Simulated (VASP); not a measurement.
Here is a VASP 6.6.1 calculation.

INCAR

```
ALGO = Fast
EDIFF = 1E-6
ENCUT = 520
GGA = PE
ISIF = 2
ISMEAR = 0
LASPH = True
LCHARG = False
LREAL = False
LWAVE = False
NBANDS = 21
NELM = 80
PREC = Accurate
SIGMA = 0.022
```

Contents of KPOINTS:

```
k-points
0
Gamma
  7 7 7
```

File POSCAR:

```
Sn
1.0
    0.0000000000      3.2333428000      3.2333428000
    3.2333428000      0.0000000000      3.2333428000
    3.2333428000      3.2333428000      0.0000000000
Sn
2
Direct
    0.7500000000      0.7500000000      0.7500000000
    0.5000000000      0.5000000000      0.5000000000
```

Potentials or basis: VASP PAW PBE potentials, release 64 (Sn_d).

Launch:

```bash
$ cat potpaw_PBE.64/Sn_d/POTCAR > POTCAR
$ mpirun -np 1 vasp_std > vasp.out
```

Problem. Predict the band gap on the k mesh.

Solution. Zero (band 14 reaches 5.84 eV, above the bottom of band 15 at 5.80 eV).

Problem. Estimate the pressure.

Solution. 3.8 GPa.

Caveat: spin-orbit coupling is left out, which moves the levels of the heavy elements.
